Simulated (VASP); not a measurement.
A run of VASP 6.6.1 is set up as follows.

Contents of INCAR:

```
PREC = Accurate
ENCUT = 600
EDIFF = 1E-6
ISMEAR = 0
SIGMA = 0.1
LREAL = False
LASPH = True
NELM = 80
ALGO = Normal
ISIF = 3
LWAVE = False
LCHARG = False
GGA = PE
IBRION = 2
NSW = 100
EDIFFG = -0.01
```

Contents of KPOINTS:

```
Automatic mesh
0
Gamma
  6 6 8
```

File POSCAR:

```
Hf3Ta2O
1.0
    5.8924580677      0.0000000000      0.0000000000
   -2.9462290339      5.1030183774      0.0000000000
    0.0000000000      0.0000000000      4.5399103467
Hf Ta O
3 2 1
Direct
    0.5000000000      0.0000000000      0.5000000000
    0.5000000000      0.5000000000      0.5000000000
    0.0000000000      0.5000000000      0.5000000000
    0.3333333333      0.6666666667      0.0000000000
    0.6666666667      0.3333333333      0.0000000000
    0.0000000000      0.0000000000      0.0000000000
```

Potentials or basis: VASP PAW PBE potentials, release 64 (Hf_pv, Ta_pv, O).

Command:

```bash
$ cat potpaw_PBE.64/Hf_pv/POTCAR potpaw_PBE.64/Ta_pv/POTCAR potpaw_PBE.64/O/POTCAR > POTCAR
$ mpirun -np 1 vasp_std > vasp.out
```

**Question.** Predict the space group after relaxing (to 0.1 Å).

**Answer.** P6/mmm (No. 191).

**Question.** Estimate the relaxed cell.

**Answer.** a = 5.883 Å, b = 5.883 Å, c = 4.544 Å, α = 90.00°, β = 90.00°, γ = 120.00°.

Final structure:
```
CELL_PARAMETERS angstrom
5.88318 0.00000 0.00000
-2.94159 5.09498 0.00000
0.00000 0.00000 4.54396
ATOMIC_POSITIONS crystal
Hf 0.50000 0.00000 0.50000
Hf 0.50000 0.50000 0.50000
Hf 0.00000 0.50000 0.50000
Ta 0.33333 0.66667 0.00000
Ta 0.66667 0.33333 0.00000
O 0.00000 0.00000 0.00000
```
